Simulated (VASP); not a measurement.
A run of VASP 6.6.1:

The input INCAR:

```
PREC = Accurate
ENCUT = 520
EDIFF = 1E-7
ISMEAR = -1
SIGMA = 0.08
LREAL = F
LASPH = T
NELM = 100
ALGO = Normal
ISIF = 2
LWAVE = F
LCHARG = F
GGA = PS
NBANDS = 13
```

Contents of KPOINTS:

```
regular mesh
0
Gamma
  11 11 11
```

Contents of POSCAR:

```
Se
1.0
    0.0000000000      2.3481059787      2.3481059787
    2.3481059787      0.0000000000      2.3481059787
    2.3481059787      2.3481059787      0.0000000000
Se
2
Direct
   -0.1250000000     -0.1250000000     -0.1250000000
    0.1250000000      0.1250000000      0.1250000000
```

Potentials or basis: VASP PAW PBE potentials, release 64 (Se).

Launch:

```console
$ cat potpaw_PBE.64/Se/POTCAR > POTCAR
$ mpirun -np 1 vasp_std > vasp.out
```

Hardware: 1 thread of Intel(R) Xeon(R) Platinum 8259CL CPU @ 2.50GHz (Skylake/Cascade Lake), with other jobs on the host.

**Question.** How long does it take, and how much memory?

**Answer.** Wall time 20 s on 1 thread of Intel(R) Xeon(R) Platinum 8259CL CPU @ 2.50GHz (Skylake/Cascade Lake), with other jobs on the host, peak memory 0.16 GiB. Counts: scf iterations 12, k points 56.
